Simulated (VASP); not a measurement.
Te2Mo:

```xyz
6
Lattice="3.5182 0.0000 0.0000 -1.7591 3.0469 0.0000 0.0000 0.0000 13.9736" Properties=species:S:1:pos:R:3 pbc="T T T"
Te    0.0000    2.0312    8.6776
Te    1.7591    1.0156    1.6908
Te    0.0000    2.0312   12.2828
Te    1.7591    1.0156    5.2960
Mo    0.0000    2.0312    3.4934
Mo    1.7591    1.0156   10.4802
```

```yaml
Program: VASP 6.6.1
Task: relaxation of cell and atoms
Functional: PBE
Dispersion: D3(BJ)
Potentials_or_basis: VASP PAW PBE potentials, release 64 (Te, Mo_sv)
Cutoff: 600 eV
k_mesh: 12 × 12 × 4
Occupations: gaussian, width 0.01 eV
Spin: no spin polarisation
```

At the start: pressure -0.6 GPa; volume 24.96 Å³/atom.

How do energy, volume and symmetry change on relaxing?

Over 11 steps the energy falls by 4.3 meV/atom and the volume is 24.15 Å³/atom (-3.3 %); space group P6_3/mmc (No. 194, to 0.1 Å) before and after.

Step by step:
```csv
step,energy change (eV),largest force (eV/Å),pressure (GPa),volume (Å³)
1,0.0000,0.1806,-0.57,149.79
2,-0.0099,0.1805,0.16,147.86
3,-0.0107,0.1810,0.43,147.13
4,-0.0141,0.0363,-0.49,147.22
5,-0.0145,0.0153,-0.27,147.20
6,-0.0202,0.0138,-0.20,146.48
7,-0.0258,0.0081,0.00,144.95
8,-0.0258,0.0072,0.02,144.82
9,-0.0258,0.0075,0.02,144.87
10,-0.0258,0.0093,-0.07,144.91
11,-0.0258,0.0022,0.00,144.88
```

Final structure:
```xyz
6
Lattice="3.4955 0.0000 0.0000 -1.7477 3.0272 0.0000 0.0000 0.0000 13.6919" Properties=species:S:1:pos:R:3 pbc="T T T"
Te    0.0000    2.0181    8.4507
Te    1.7477    1.0091    1.6048
Te    0.0000    2.0181   12.0871
Te    1.7477    1.0091    5.2412
Mo    0.0000    2.0181    3.4230
Mo    1.7477    1.0091   10.2689
```
